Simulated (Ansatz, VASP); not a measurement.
## One calculation of Rh, two programs

```
Rh
1.0
     0.00000    2.75624    2.75624
     2.75624    0.00000    2.75624
     2.75624    2.75624    0.00000
Rh
2
Direct
  0.87500 0.87500 0.87500
  0.12500 0.12500 0.12500
```

Alike in both runs: functional PBE; k mesh 13 × 13 × 13; occupations fermi-dirac, width 0.05 eV; no spin polarisation.

Ansatz relaxed the structure, and its values are those at the end. VASP's run is a single point on that final structure, the one shown.

|  | VASP | Ansatz |
| --- | --- | --- |
| version | VASP 6.6.1 | Ansatz 0.2.0 |
| potentials or method | VASP PAW PBE potentials, release 64 (Rh_pv) | PAW with Ansatz's default frozen-core files, scalar-relativistic |
| plane-wave cutoff (eV) | 500 | 420 |
| valence electrons in the cell | 30 | 34 |

Ansatz gave:

* pressure (GPa): 0.0

Task: Estimate VASP's values.

Result: Pressure (GPa): 0.2.

VASP's potentials hold 30 valence electrons a cell and Ansatz's 34, so a difference there can come from the potentials and not from the codes.
